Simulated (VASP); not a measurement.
# GaN (P6_3mc) in VASP: further runs

The runs below take GaN through single point, with PBE.

Program: VASP 6.6.1. These are calculated values, not measurements. Logs are shortened: lines on timing, memory, paths and dates and some standing lists are left out, and cuts for length are marked.

## (1) The cell of the first run

It takes space group P6_3mc (No. 186, hexagonal). The conventional cell has a = 3.357 Å, b = 3.357 Å, c = 4.636 Å, α = 90.00°, β = 90.00°, γ = 120.00°. Within 2.3 Å of Ga (site symmetry 3m) lie 4 N at 1.74 to 2.02 Å. N (site symmetry 3m) has 4 Ga at 1.74 to 2.02 Å within 2.3 Å.

## (2) Single point, PBE

Input file INCAR:

```
SYSTEM = GaN
  PREC = Accurate
  ENCUT = 520
  EDIFF = 1E-6
  ISMEAR = 0
  SIGMA = 0.05
  LREAL = .FALSE.
  LASPH = .TRUE.
  NELM = 100
  ALGO = Normal
  ISIF = 2
  LWAVE = .FALSE.
  LCHARG = .FALSE.
  GGA = PE
  NBANDS = 26
```

Input file KPOINTS:

```
Automatic mesh
0
G
  12 12 6
  0 0 0
```

Input file POSCAR:

```
GaN
1.0
    3.3570213121      0.0000000000      0.0000000000
   -1.6785106561      2.9072657373      0.0000000000
    0.0000000000      0.0000000000      4.6355402067
Ga N
2 2
Direct
    0.3333333333      0.6666666667      0.0000000000
    0.6666666667      0.3333333333      0.5000000000
    0.3333333333      0.6666666667      0.3750000000
    0.6666666667      0.3333333333      0.8750000000
```

Potentials or basis: VASP PAW PBE potentials, release 64 (Ga_d, N).

Started as:

```console
cat potpaw_PBE.64/Ga_d/POTCAR potpaw_PBE.64/N/POTCAR > POTCAR
mpirun -np 1 vasp_std > vasp.out
```

OUTCAR:

```text
SYSTEM = GaN
   PREC = Accurate
   ENCUT = 520
   EDIFF = 1E-6
   ISMEAR = 0
   LREAL = .FALSE.
   LASPH = .TRUE.
   NELM = 100
   ISIF = 2
   GGA = PE

 ion  position               nearest neighbor table
   1  0.333  0.667  0.000-   3 1.74   4 2.02   4 2.02   4 2.02
   2  0.667  0.333  0.500-   4 1.74   3 2.02   3 2.02   3 2.02
   3  0.333  0.667  0.375-   1 1.74   2 2.02   2 2.02   2 2.02
   4  0.667  0.333  0.875-   2 1.74   1 2.02   1 2.02   1 2.02

  LATTYP: Found a hexagonal cell.
 ALAT       =     3.3570213121
 C/A-ratio  =     1.3808492040

  Lattice vectors:

 A1 = (   3.3570213121,   0.0000000000,   0.0000000000)
 A2 = (  -1.6785106561,   2.9072657373,   0.0000000000)
 A3 = (   0.0000000000,   0.0000000000,   4.6355402067)

Analysis of symmetry for initial positions (statically):
=====================================================================
 Subroutine PRICEL returns:
 Original cell was already a primitive cell.

 Routine SETGRP: Setting up the symmetry group for a
 hexagonal supercell.

 Subroutine GETGRP returns: Found 12 space group operations
 (whereof  6 operations were pure point group operations)
 out of a pool of 24 trial point group operations.

The static configuration has the point symmetry C_3v.
 The point group associated with its full space group is C_6v.

Analysis of symmetry for dynamics (positions and initial velocities):
=====================================================================
 Subroutine PRICEL returns:
 Original cell was already a primitive cell.

 Routine SETGRP: Setting up the symmetry group for a
 hexagonal supercell.

 Subroutine GETGRP returns: Found 12 space group operations
 (whereof  6 operations were pure point group operations)
 out of a pool of 24 trial point group operations.

The dynamic configuration has the point symmetry C_3v.
 The point group associated with its full space group is C_6v.

 Subroutine INISYM returns: Found 12 space group operations
 (whereof  6 operations are pure point group operations),
 and found     1 'primitive' translations

----------------------------------------------------------------------------------------

                                     Primitive cell

  volume of cell :      45.2417

  direct lattice vectors                    reciprocal lattice vectors
     3.357021312  0.000000000  0.000000000     0.297883125  0.171982903  0.000000000
    -1.678510656  2.907265737  0.000000000     0.000000000  0.343965805  0.000000000
     0.000000000  0.000000000  4.635540207     0.000000000  0.000000000  0.215724588

  length of vectors
     3.357021312  3.357021312  4.635540207     0.343965805  0.343965805  0.215724588

  position of ions in fractional coordinates (direct lattice)
     0.333333333  0.666666667  0.000000000
     0.666666667  0.333333333  0.500000000
     0.333333333  0.666666667  0.375000000
     0.666666667  0.333333333  0.875000000

  ion indices of the primitive-cell ions
   primitive index   ion index
                 1           1
                 2           2
                 3           3
                 4           4

----------------------------------------------------------------------------------------

 KPOINTS: Automatic mesh

Automatic generation of k-mesh.
 Grid dimensions read from file:
 generate k-points for:   12   12    6

 Generating k-lattice:

  Cartesian coordinates                     Fractional coordinates (reciprocal lattice)
     0.024823594  0.014331909  0.000000000     0.083333333  0.000000000  0.000000000
     0.000000000  0.028663817  0.000000000     0.000000000  0.083333333  0.000000000
     0.000000000  0.000000000  0.035954098     0.000000000  0.000000000  0.166666667

  Length of vectors
     0.028663817  0.028663817  0.035954098

  Shift w.r.t. Gamma in fractional coordinates (k-lattice)
     0.000000000  0.000000000  0.000000000

 Subroutine IBZKPT returns following result:
 ===========================================

 Found     76 irreducible k-points:

 Following reciprocal coordinates:
            Coordinates               Weight
  0.000000  0.000000  0.000000      1.000000
  0.083333  0.000000  0.000000      6.000000
  0.166667  0.000000  0.000000      6.000000
  0.250000  0.000000  0.000000      6.000000
  0.333333  0.000000  0.000000      6.000000
  0.416667 -0.000000  0.000000      6.000000
[... 16 lines left out ...]
  0.250000  0.000000  0.166667     12.000000
  0.333333  0.000000  0.166667     12.000000
 [... further k-points ...]
   k-points           NKPTS =     76   k-points in BZ     NKDIM =     76   number of bands    NBANDS=     26
   number of dos      NEDOS =    301   number of ions     NIONS =      4
   total plane-waves  NPLWV =  28224
   dimension x,y,z NGX =    28 NGY =   28 NGZ =   36
   dimension x,y,z NGXF=    56 NGYF=   56 NGZF=   72
   ions per type =               2   2
   NGX,Y,Z   is equivalent  to a cutoff of  13.87, 13.87, 12.91 a.u.
   NGXF,Y,Z  is equivalent  to a cutoff of  27.73, 27.73, 25.82 a.u.
 SYSTEM =  GaN
   PREC   = accura    normal or accurate (medium, high low for compatibility)
   ISTART =      0    job   : 0-new  1-cont  2-samecut
   ICHARG =      2    charge: 1-file 2-atom 10-const
   ISPIN  =      1    spin polarized calculation?
   LNONCOLLINEAR =      F non collinear calculations
   LSORBIT =      F    spin-orbit coupling
   LASPH  =      T    aspherical Exc in radial PAW
   ENCUT  =  520.0 eV  38.22 Ry    6.18 a.u.   6.24  6.24  8.62*2*pi/ulx,y,z
   NELM   =    100;   NELMIN=  2; NELMDL= -5     # of ELM steps
   EDIFF  = 0.1E-05   stopping-criterion for ELM
   LREAL  =      F    real-space projection
[... 7 lines left out ...]
   TEBEG  =    0.0;   TEEND  =   0.0 temperature during run
   PSTRESS=    0.0 pullay stress
   NELECT =      36.0000    total number of electrons
   NUPDOWN=      -1.0000    fix difference up-down
   EMIN   =  10.00;   EMAX   =-10.00  energy-range for DOS
   EFERMI =   0.00;   METHOD = LEGACY
   ISMEAR =     0;   SIGMA  =   0.05  broadening in eV -4-tet -1-fermi 0-gaus
   EFERMI_NEDOS =   21; number of points for ismear=-14 and -15
   IALGO  =     38    algorithm
   IMIX   =      4    mixing-type and parameters
     AMIX     =   0.40;   BMIX     =  1.00
     AMIX_MAG =   1.60;   BMIX_MAG =  1.00
  volume/ion in A,a.u.               =      11.31        76.33
  Fermi-wavevector in a.u.,A,eV,Ry     =   1.517036  2.866783 31.312431  2.301399
  Thomas-Fermi vector in A             =   2.626346
   LORBIT       =      0    0 simple, 1 ext, 2 COOP (PROOUT), +10 PAW based schemes
   GGA     = PE    functional components
   LHFCALC =     F    Hartree Fock is set to
   AEXX    =    0.0000 exact exchange contribution
   IVDW    =     0    specifies the selected vdW correction
   LEPSILON=     F    determine dielectric tensor
   LRPA    =     F    only Hartree local field effects (RPA)
 non-spin polarized calculation
 Gauss-broadening in eV      SIGMA  =   0.05
  energy-cutoff  :      520.00
  volume of cell :       45.24
 maximum number of plane-waves:      1241
 NGX is ok and might be reduce to    28
   NGX = 13   NGY = 13   NGZ = 17

 number of electron      36.0000010 magnetization

 Free energy of the ion-electron system (eV)
  ---------------------------------------------------
  ext. energy  EPLUGINS =         0.00000000
  ---------------------------------------------------
  free energy    TOTEN  =       -23.11824598 eV

  energy without entropy =      -23.11824598  energy(sigma->0) =      -23.11824598

 E-fermi :   5.7121     XC(G=0): -11.6947

 val. band max:        5.4568796801   @ k =   0.0000   0.0000   0.0000
 cond. band min:       7.3405569560   @ k =   0.0000   0.0000   0.0000
 fundamental gap:      1.8836772758
 Fermi energy:         5.7120660704

 k-point     1 :       0.0000    0.0000    0.0000
  band No.  band energies     occupation
      1     -10.8519      2.00000
      2      -9.8239      2.00000
      3      -8.0392      2.00000
      4      -8.0392      2.00000
      5      -8.0055      2.00000
      6      -7.9261      2.00000
[... 18 lines left out ...]
     25      16.5993      0.00000
     26      18.5168      0.00000

 k-point     2 :       0.0833    0.0000    0.0000
  band No.  band energies     occupation
      1     -10.7973      2.00000
      2      -9.8175      2.00000
      3      -8.0359      2.00000
      4      -8.0326      2.00000
      5      -7.9862      2.00000
      6      -7.9210      2.00000
[... 18 lines left out ...]
     25      16.7528      0.00000
     26      18.5263      0.00000

 k-point     3 :       0.1667    0.0000    0.0000
  band No.  band energies     occupation
      1     -10.6471      2.00000
      2      -9.8021      2.00000
      3      -8.0297      2.00000
      4      -8.0139      2.00000
      5      -7.9554      2.00000
      6      -7.8898      2.00000
[... 18 lines left out ...]
     25      17.1226      0.00000
     26      18.0446      0.00000

 k-point     4 :       0.2500    0.0000    0.0000
  band No.  band energies     occupation
      1     -10.4406      2.00000
      2      -9.7865      2.00000
      3      -8.0276      2.00000
      4      -7.9884      2.00000
      5      -7.9534      2.00000
      6      -7.8694      2.00000
[... 18 lines left out ...]
     25      17.5435      0.00000
     26      17.7431      0.00000

 k-point     5 :       0.3333    0.0000    0.0000
  band No.  band energies     occupation
      1     -10.2351      2.00000
      2      -9.7794      2.00000
      3      -8.0312      2.00000
      4      -7.9642      2.00000
      5      -7.9632      2.00000
      6      -7.8659      2.00000
[... 18 lines left out ...]
     25      17.6882      0.00000
     26      18.0864      0.00000

 k-point     6 :       0.4167   -0.0000    0.0000
  band No.  band energies     occupation
      1     -10.0850      2.00000
      2      -9.7840      2.00000
      3      -8.0363      2.00000
      4      -7.9763      2.00000
      5      -7.9450      2.00000
      6      -7.8616      2.00000
[... 427 lines left out ...]
 k-point    21 :       0.0833    0.0000    0.1667
  band No.  band energies     occupation
      1     -10.6858      2.00000
      2      -9.8240      2.00000
      3      -8.0400      2.00000
      4      -8.0394      2.00000
      5      -7.9798      2.00000
      6      -7.9381      2.00000
[... 18 lines left out ...]
     25      16.4885      0.00000
     26      18.0455      0.00000

 k-point    22 :       0.1667    0.0000    0.1667
  band No.  band energies     occupation
      1     -10.5439      2.00000
      2      -9.8036      2.00000
      3      -8.0291      2.00000
      4      -8.0263      2.00000
      5      -7.9619      2.00000
      6      -7.9067      2.00000
[... 18 lines left out ...]
     25      16.7524      0.00000
     26      17.6910      0.00000

 k-point    23 :       0.2500    0.0000    0.1667
  band No.  band energies     occupation
      1     -10.3512      2.00000
      2      -9.7815      2.00000
      3      -8.0206      2.00000
      4      -8.0053      2.00000
      5      -7.9635      2.00000
      6      -7.8692      2.00000
[... 18 lines left out ...]
     25      17.2903      0.00000
     26      17.4106      0.00000

 k-point    24 :       0.3333    0.0000    0.1667
  band No.  band energies     occupation
      1     -10.1626      2.00000
      2      -9.7677      2.00000
      3      -8.0180      2.00000
      4      -7.9855      2.00000
      5      -7.9663      2.00000
      6      -7.8657      2.00000
[... 18 lines left out ...]
     25      17.4128      0.00000
     26      17.8913      0.00000

 [... further k-points ...]
[... 5 lines left out ...]
  --------------------------------------------------------------------------------------
  -------------------------------------------------------------------------------------
  Total       -2.6423977     -2.6423977     19.1926627      0.0000000      0.0000000      0.0000000
  in kB      -93.5770991    -93.5770991    679.6833509      0.0000000      0.0000000      0.0000000
  external PRESSURE =     164.1763842 kB  Pullay stress =       0.0000000 kB

 VOLUME and BASIS-vectors are now :
 -----------------------------------------------------------------------------
  energy-cutoff  :      520.00
  volume of cell :       45.24
      direct lattice vectors                 reciprocal lattice vectors
     3.357021312  0.000000000  0.000000000     0.297883125  0.171982903  0.000000000
    -1.678510656  2.907265737  0.000000000     0.000000000  0.343965805  0.000000000
     0.000000000  0.000000000  4.635540207     0.000000000  0.000000000  0.215724588

 POSITION                                       TOTAL-FORCE (eV/Angst)
 -----------------------------------------------------------------------------------
     -0.00000      1.93818      0.00000         0.000000     -0.000000     -3.630126
      1.67851      0.96909      2.31777        -0.000000      0.000000     -3.630126
     -0.00000      1.93818      1.73833         0.000000      0.000000      3.630126
      1.67851      0.96909      4.05610         0.000000      0.000000      3.630126
 -----------------------------------------------------------------------------------
    total drift:                               -0.000000     -0.000000      0.000707

  FREE ENERGIE OF THE ION-ELECTRON SYSTEM (eV)
  ---------------------------------------------------
  free  energy   TOTEN  =       -23.1182459785 eV

  energy  without entropy=      -23.1182459785  energy(sigma->0) =      -23.11824598
```

It took 42 s on 1 thread of Intel Xeon 6975P-C (Granite Rapids), shared host; peak memory 0.21 GiB.

What came out:

```
Free energy            : -23.1182 eV
Pressure               : 16.4 GPa
Largest force          : 3.630 eV/Å
Band gap on the k mesh : 1.88 eV, direct
```

Forces on the atoms (eV/Å):
```
Ga   0.000  0.000 -3.630
Ga   0.000  0.000 -3.630
N    0.000  0.000  3.630
N    0.000  0.000  3.630
```

Caveat: forces of over 1 eV/Å act on the atoms, so gaps and moduli don't describe the material at rest.

(Continued in part 2 of 2.)
